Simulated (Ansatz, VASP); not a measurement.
**One calculation of Ir, two programs**

```xyz
1
Lattice="-1.5467 1.5467 1.5467 1.5467 -1.5467 1.5467 1.5467 1.5467 -1.5467" Properties=species:S:1:pos:R:3 pbc="T T T"
Ir    0.0000    0.0000    0.0000
```

Alike in both runs: functional r2SCAN; k mesh 14 × 14 × 14; occupations fermi-dirac, width 0.05 eV; collinear spin.

Ansatz relaxed the structure, and its values are those at the end. VASP's run is a single point on that final structure, the one shown.

|  | VASP | Ansatz |
| --- | --- | --- |
| version | VASP 6.6.1 | Ansatz 0.2.0 |
| potentials or method | VASP PAW PBE potentials, release 64 (Ir_sv_GW), cutoff 550 eV | plane waves (500 eV) with PAW, scalar-relativistic |
| valence electrons in the cell | 17 | 17 |

|  | VASP | Ansatz | Ansatz less VASP |
| --- | --- | --- | --- |
| pressure (GPa) | -2.0 | 0.0 | +1.97 |
| net moment per atom (μB) | 0.70 | 0.69 | -0.013 |
| size of the moment on the site where the two differ most (μB) | 0.83 | 0.68 | -0.153 |

VASP's potentials were made for PBE, not for r2SCAN. Site moments also hang on the region over which each program counts them.

Neither program's run includes spin-orbit coupling.
